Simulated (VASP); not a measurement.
Wanted: the native input for a VASP 6.6.1 run.

```
Task                   : single point
Functional             : LDA
Potentials or basis    : VASP PAW LDA potentials, release 64 (Al, In_d, Sb)
Cutoff                 : 520 eV
k mesh                 : 8 × 8 × 6
Occupations            : gaussian, width 0.05 eV
Spin                   : no spin polarisation
Dipole correction      : no
Further INCAR settings : ALGO = Normal; EDIFF = 1e-06; NBANDS = 21
```

The structure of AlInSb2 lies in POSCAR:

```
AlInSb2
1.0
    4.5626022301      0.0000000000      0.0000000000
    0.0000000000      4.5626022301      0.0000000000
    0.0000000000      0.0000000000      5.9286453378
Al In Sb
1 1 2
Direct
    0.0000000000      0.0000000000      0.0000000000
    0.5000000000      0.5000000000      0.5000000000
    0.0000000000      0.5000000000      0.2539107108
    0.5000000000      0.0000000000      0.7460892892
```

This cell differs from its parent crystal: c/a of the conventional cell at fixed volume 1.2994.

The input as run:

INCAR

```
SYSTEM = AlInSb2
PREC     = Accurate       ! precision mode
ENCUT    = 520            ! plane-wave cutoff, eV
EDIFF    = 1E-6           ! SCF threshold, eV
ISMEAR   = 0              ! smearing method
SIGMA    = 0.05           ! smearing width, eV
LREAL    = .False.        ! projectors in reciprocal space
LASPH    = .True.         ! aspherical terms in the spheres
NELM     = 60             ! most SCF steps
ALGO     = Normal         ! electronic algorithm
ISIF     = 2              ! what is computed and relaxed
LWAVE    = .False.        ! write WAVECAR
LCHARG   = .True.         ! write CHGCAR
LELF     = .True.         ! ELF
LVHAR    = .True.       
NBANDS   = 21             ! bands
```

KPOINTS

```
Automatic mesh
0
Gamma
  8 8 6
  0 0 0
```

Potentials or basis: VASP PAW LDA potentials, release 64 (Al, In_d, Sb).

Run with:

```console
$ cat potpaw_LDA.64/Al/POTCAR potpaw_LDA.64/In_d/POTCAR potpaw_LDA.64/Sb/POTCAR > POTCAR
$ mpirun -np 1 vasp_std > vasp.out
```

It gave:

```yaml
Pressure: 0.6 GPa
Largest_force: 1.176 eV/Å
Band_gap_on_the_k_mesh: 0.29 eV, direct
```

Caveat: spin-orbit coupling is left out, which moves the levels of the heavy elements; forces of over 1 eV/Å act on the atoms, so gaps and moduli don't describe the material at rest.

It took 98 s on 1 thread of AMD EPYC 7R13 Processor (Zen 3), with other jobs on the host, peak memory 0.27 GiB.
